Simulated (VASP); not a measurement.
# SiO2 (Fddd) in VASP: settings compared

SiO2 is run at these levels: PBEsol, BLYP+D3(BJ); tasks: single point.

Everything below comes from runs of VASP 6.6.1. Logs are shortened: lines on timing, memory, paths and dates and some standing lists are left out, and cuts for length are marked.

## 1. The cell of the first run

The structure is orthorhombic, space group Fddd (No. 70). The conventional cell has a = 4.731 Å, b = 9.479 Å, c = 14.780 Å, α = 90.00°, β = 90.00°, γ = 90.00°. Within 2.1 Å of Si (site symmetry 2) lie 4 O at 1.61 to 1.63 Å. O (site symmetry 2) has 2 Si at 1.63 Å within 2.2 Å. Within 2.1 Å of O (site symmetry -1) lie 2 Si at 1.61 Å.

## 2. Single point, PBEsol

File INCAR:

```
SYSTEM = SiO2
PREC = Accurate
ENCUT = 520
EDIFF = 1E-6
ISMEAR = -1
SIGMA = 0.05
LREAL = .False.
LASPH = .True.
NELM = 60
ALGO = Normal
ISIF = 2
LWAVE = .False.
LCHARG = .False.
GGA = PS
NBANDS = 44
```

File KPOINTS:

```
regular mesh
0
Gamma
  7 7 7
  0 0 0
```

File POSCAR:

```
SiO2
1.0
    0.0000000000      4.7396768710      7.3897683148
    2.3654997762      0.0000000000      7.3897683148
    2.3654997762      4.7396768710      0.0000000000
Si O
4 8
Direct
    0.9368881750      0.9368881750      0.5631118250
    0.6868881750      0.6868881750      0.3131118250
    0.3131118250      0.3131118250      0.6868881750
    0.5631118250      0.5631118250      0.9368881750
    0.0643172707      0.4356827293      0.0643172707
    0.4356827293      0.0643172707      0.4356827293
    0.8143172707      0.1856827293      0.8143172707
    0.1856827293      0.8143172707      0.1856827293
    0.1250000000      0.6250000000      0.6250000000
    0.6250000000      0.6250000000      0.6250000000
    0.6250000000      0.6250000000      0.1250000000
    0.6250000000      0.1250000000      0.6250000000
```

Potentials or basis: VASP PAW PBE potentials, release 64 (Si, O).

Run with:

```
cat potpaw_PBE.64/Si/POTCAR potpaw_PBE.64/O/POTCAR > POTCAR
mpirun -np 1 vasp_std > vasp.out
```

OUTCAR:

```text
SYSTEM = SiO2
   PREC = Accurate
   ENCUT = 520
   EDIFF = 1E-6
   ISMEAR = -1
   LREAL = .False.
   LASPH = .True.
   NELM = 60
   ISIF = 2
   GGA = PS

 ion  position               nearest neighbor table
   1  0.937  0.937  0.563-   9 1.61  12 1.61   7 1.63   8 1.63   4 3.01   4 3.01
   2  0.687  0.687  0.313-  10 1.61  11 1.61   5 1.63   6 1.63   3 3.01   3 3.01
   3  0.313  0.313  0.687-   9 1.61  12 1.61   5 1.63   6 1.63   2 3.01   2 3.01
   4  0.563  0.563  0.937-  10 1.61  11 1.61   7 1.63   8 1.63   1 3.01   1 3.01
   5  0.064  0.436  0.064-   3 1.63   2 1.63
   6  0.436  0.064  0.436-   3 1.63   2 1.63
   7  0.814  0.186  0.814-   1 1.63   4 1.63
   8  0.186  0.814  0.186-   1 1.63   4 1.63
   9  0.125  0.625  0.625-   1 1.61   3 1.61
  10  0.625  0.625  0.625-   2 1.61   4 1.61
  11  0.625  0.625  0.125-   2 1.61   4 1.61
  12  0.625  0.125  0.625-   1 1.61   3 1.61

  LATTYP: Found a face centered orthorhombic cell.
 ALAT       =     4.7309995524
 B/A-ratio  =     2.0036682813
 C/A-ratio  =     3.1239776005

  Lattice vectors:

 A1 = (   0.0000000000,   4.7396768710,   7.3897683148)
 A2 = (   2.3654997762,   0.0000000000,   7.3897683148)
 A3 = (   2.3654997762,   4.7396768710,   0.0000000000)

Analysis of symmetry for initial positions (statically):
=====================================================================
 Subroutine PRICEL returns:
 Original cell was already a primitive cell.

 Routine SETGRP: Setting up the symmetry group for a
 face centered orthorhombic supercell.

 Subroutine GETGRP returns: Found  8 space group operations
 (whereof  4 operations were pure point group operations)
 out of a pool of  8 trial point group operations.

The static configuration has the point symmetry D_2 .
 The point group associated with its full space group is D_2h.

Analysis of symmetry for dynamics (positions and initial velocities):
=====================================================================
 Subroutine PRICEL returns:
 Original cell was already a primitive cell.

 Routine SETGRP: Setting up the symmetry group for a
 face centered orthorhombic supercell.

 Subroutine GETGRP returns: Found  8 space group operations
 (whereof  4 operations were pure point group operations)
 out of a pool of  8 trial point group operations.

The dynamic configuration has the point symmetry D_2 .
 The point group associated with its full space group is D_2h.

 Subroutine INISYM returns: Found  8 space group operations
 (whereof  4 operations are pure point group operations),
 and found     1 'primitive' translations

----------------------------------------------------------------------------------------

                                     Primitive cell

  volume of cell :     165.7038

  direct lattice vectors                    reciprocal lattice vectors
     0.000000000  4.739676871  7.389768315    -0.211371823  0.105492424  0.067661120
     2.365499776  0.000000000  7.389768315     0.211371823 -0.105492424  0.067661120
     2.365499776  4.739676871  0.000000000     0.211371823  0.105492424 -0.067661120

  length of vectors
     8.779135071  7.759140734  5.297180951     0.245733038  0.245733038  0.245733038

  position of ions in fractional coordinates (direct lattice)
     0.936888175  0.936888175  0.563111825
     0.686888175  0.686888175  0.313111825
     0.313111825  0.313111825  0.686888175
     0.563111825  0.563111825  0.936888175
     0.064317271  0.435682729  0.064317271
     0.435682729  0.064317271  0.435682729
     0.814317271  0.185682729  0.814317271
     0.185682729  0.814317271  0.185682729
     0.125000000  0.625000000  0.625000000
     0.625000000  0.625000000  0.625000000
     0.625000000  0.625000000  0.125000000
     0.625000000  0.125000000  0.625000000

  ion indices of the primitive-cell ions
   primitive index   ion index
                 1           1
                 2           2
                 3           3
                 4           4
                 5           5
                 6           6
                 7           7
                 8           8
                 9           9
                10          10
                11          11
                12          12

----------------------------------------------------------------------------------------

 KPOINTS: regular mesh

Automatic generation of k-mesh.
 Grid dimensions read from file:
 generate k-points for:    7    7    7

 Generating k-lattice:

  Cartesian coordinates                     Fractional coordinates (reciprocal lattice)
    -0.030195975  0.015070346  0.009665874     0.142857143  0.000000000  0.000000000
     0.030195975 -0.015070346  0.009665874     0.000000000  0.142857143  0.000000000
     0.030195975  0.015070346 -0.009665874     0.000000000  0.000000000  0.142857143

  Length of vectors
     0.035104720  0.035104720  0.035104720

  Shift w.r.t. Gamma in fractional coordinates (k-lattice)
     0.000000000  0.000000000  0.000000000

 Subroutine IBZKPT returns following result:
 ===========================================

 Found     64 irreducible k-points:

 Following reciprocal coordinates:
            Coordinates               Weight
  0.000000  0.000000  0.000000      1.000000
  0.142857  0.000000  0.000000      8.000000
  0.285714  0.000000 -0.000000      8.000000
  0.428571  0.000000  0.000000      8.000000
  0.142857  0.142857  0.000000      2.000000
  0.285714  0.142857  0.000000      8.000000
[... 16 lines left out ...]
  0.000000  0.142857  0.142857      2.000000
  0.285714  0.142857  0.142857      4.000000
 [... further k-points ...]
   k-points           NKPTS =     64   k-points in BZ     NKDIM =     64   number of bands    NBANDS=     44
   number of dos      NEDOS =    301   number of ions     NIONS =     12
   total plane-waves  NPLWV = 168000
   dimension x,y,z NGX =    70 NGY =   60 NGZ =   40
   dimension x,y,z NGXF=   140 NGYF=  120 NGZF=   80
   ions per type =               4   8
   NGX,Y,Z   is equivalent  to a cutoff of  13.26, 12.86, 12.55 a.u.
   NGXF,Y,Z  is equivalent  to a cutoff of  26.51, 25.71, 25.11 a.u.
 SYSTEM =  SiO2
   PREC   = accura    normal or accurate (medium, high low for compatibility)
   ISTART =      0    job   : 0-new  1-cont  2-samecut
   ICHARG =      2    charge: 1-file 2-atom 10-const
   ISPIN  =      1    spin polarized calculation?
   LNONCOLLINEAR =      F non collinear calculations
   LSORBIT =      F    spin-orbit coupling
   LASPH  =      T    aspherical Exc in radial PAW
   ENCUT  =  520.0 eV  38.22 Ry    6.18 a.u.  16.32 14.43  9.85*2*pi/ulx,y,z
   NELM   =     60;   NELMIN=  2; NELMDL= -5     # of ELM steps
   EDIFF  = 0.1E-05   stopping-criterion for ELM
   LREAL  =      F    real-space projection
   EDIFFG = 0.1E-04   stopping-criterion for IOM
   NSW    =      0    number of steps for IOM
   IBRION =     -1    ionic relax: 0-MD 1-quasi-New 2-CG
   NFREE  =      0    steps in history (QN), initial steepest desc. (CG)
   ISIF   =      2    stress and relaxation
   ISYM   =      2    0-nonsym 1-usesym 2-fastsym
   POTIM  = 0.5000    time-step for ionic-motion
   TEBEG  =    0.0;   TEEND  =   0.0 temperature during run
   PSTRESS=    0.0 pullay stress
   NELECT =      64.0000    total number of electrons
   NUPDOWN=      -1.0000    fix difference up-down
   EMIN   =  10.00;   EMAX   =-10.00  energy-range for DOS
   EFERMI =   0.00;   METHOD = LEGACY
   ISMEAR =    -1;   SIGMA  =   0.05  broadening in eV -4-tet -1-fermi 0-gaus
   EFERMI_NEDOS =   21; number of points for ismear=-14 and -15
   IALGO  =     38    algorithm
   IMIX   =      4    mixing-type and parameters
     AMIX     =   0.40;   BMIX     =  1.00
     AMIX_MAG =   1.60;   BMIX_MAG =  1.00
  volume/ion in A,a.u.               =      13.81        93.19
  Fermi-wavevector in a.u.,A,eV,Ry     =   1.192223  2.252974 19.339248  1.421395
  Thomas-Fermi vector in A             =   2.328266
   LORBIT       =      0    0 simple, 1 ext, 2 COOP (PROOUT), +10 PAW based schemes
   GGA     = PS    functional components
   LHFCALC =     F    Hartree Fock is set to
   AEXX    =    0.0000 exact exchange contribution
   IVDW    =     0    specifies the selected vdW correction
   LEPSILON=     F    determine dielectric tensor
   LRPA    =     F    only Hartree local field effects (RPA)
 non-spin polarized calculation
  energy-cutoff  :      520.00
  volume of cell :      165.70
 maximum number of plane-waves:      4490
 NGX is ok and might be reduce to    70
   NGX = 33   NGY = 29   NGZ = 19

 number of electron      64.0000007 magnetization

 Free energy of the ion-electron system (eV)
  ---------------------------------------------------
  ext. energy  EPLUGINS =         0.00000000
  ---------------------------------------------------
  free energy    TOTEN  =       -98.56357219 eV

  energy without entropy =      -98.56357219  energy(sigma->0) =      -98.56357219

 E-fermi :   1.4475     XC(G=0):  -8.8479

 val. band max:        0.3130886310   @ k =   0.0000   0.0000   0.0000
 cond. band min:       5.9384464610   @ k =   0.0000   0.0000   0.0000
 fundamental gap:      5.6253578299
 Fermi energy:         1.4474806465

 k-point     1 :       0.0000    0.0000    0.0000
  band No.  band energies     occupation
      1     -18.9805      2.00000
      2     -18.0520      2.00000
      3     -18.0484      2.00000
      4     -16.9657      2.00000
      5     -16.9242      2.00000
      6     -16.8320      2.00000
[... 36 lines left out ...]
     43      11.9471      0.00000
     44      12.4938      0.00000
[... 1040 lines left out ...]
      4     -17.0120      2.00000
      5     -16.9558      2.00000
      6     -16.8541      2.00000
[... 36 lines left out ...]
     43      11.8208      0.00000
     44      12.3549      0.00000

 [... further k-points ...]

------------------------ aborting loop because EDIFF is reached ----------------------------------------

  FORCE on cell =-STRESS in cart. coord.  units (eV):
  Direction    XX          YY          ZZ          XY          YZ          ZX
  --------------------------------------------------------------------------------------
  -------------------------------------------------------------------------------------
  Total        0.6553870      0.4220844      0.5881138      0.0000000      0.0000000      0.0000000
  in kB        6.3368866      4.0811019      5.6864274      0.0000000      0.0000000      0.0000000
  external PRESSURE =       5.3681386 kB  Pullay stress =       0.0000000 kB

 VOLUME and BASIS-vectors are now :
 -----------------------------------------------------------------------------
  energy-cutoff  :      520.00
  volume of cell :      165.70
      direct lattice vectors                 reciprocal lattice vectors
     0.000000000  4.739676871  7.389768315    -0.211371823  0.105492424  0.067661120
     2.365499776  0.000000000  7.389768315     0.211371823 -0.105492424  0.067661120
     2.365499776  4.739676871  0.000000000     0.211371823  0.105492424 -0.067661120

 POSITION                                       TOTAL-FORCE (eV/Angst)
 -----------------------------------------------------------------------------------
      3.54825      7.10952     13.84677        -0.000000      0.000000     -0.028205
      2.36550      4.73968     10.15189         0.000000      0.000000     -0.028205
      2.36550      4.73968      4.62765         0.000000      0.000000      0.028205
      3.54825      7.10952      8.32253        -0.000000      0.000000      0.028205
      1.18275      0.60969      3.69488         0.000000      0.029062      0.000000
      1.18275      4.12999      3.69488         0.000000     -0.029062      0.000000
      2.36550      7.71920      7.38977         0.000000      0.029062     -0.000000
      2.36550      1.76015      7.38977         0.000000     -0.029062     -0.000000
      2.95687      3.55476      5.54233        -0.000000      0.000000      0.000000
      2.95687      5.92460      9.23721        -0.000000      0.000000      0.000000
      1.77412      3.55476      9.23721         0.000000      0.000000      0.000000
      1.77412      5.92460      5.54233        -0.000000      0.000000      0.000000
 -----------------------------------------------------------------------------------
    total drift:                                0.000000      0.000000      0.000000

  FREE ENERGIE OF THE ION-ELECTRON SYSTEM (eV)
  ---------------------------------------------------
  free  energy   TOTEN  =       -98.5635721924 eV

  energy  without entropy=      -98.5635721924  energy(sigma->0) =      -98.56357219
```

Run time: 15 min. Hardware: 1 thread of Intel Xeon Platinum 8488C (Sapphire Rapids), shared host; peak memory 0.57 GiB.

Results:

```
Free energy            : -98.5636 eV
Pressure               : 0.5 GPa
Largest force          : 0.029 eV/Å
Band gap on the k mesh : 5.63 eV
```

Forces in eV/Å, atoms in the order of the input:
```
Si   0.000  0.000 -0.028
Si   0.000  0.000 -0.028
Si   0.000  0.000  0.028
Si   0.000  0.000  0.028
O    0.000  0.029  0.000
O    0.000 -0.029  0.000
O    0.000  0.029  0.000
O    0.000 -0.029  0.000
O    0.000  0.000  0.000
O    0.000  0.000  0.000
O    0.000  0.000  0.000
O    0.000  0.000  0.000
```

Levels at points of the mesh, in eV from the valence-band top:
```tsv
k point	band 28	band 29	band 30	band 31	band 32	band 33	band 34	band 35	band 36	band 37
(0.00, 0.00, 0.00)	-0.77	-0.61	-0.43	-0.03	0.00	5.63	8.14	8.18	8.56	8.65
```

Caveat: the PAW data sets were made with another functional, which shifts forces and pressure a little.

[end of part 1 of 2]
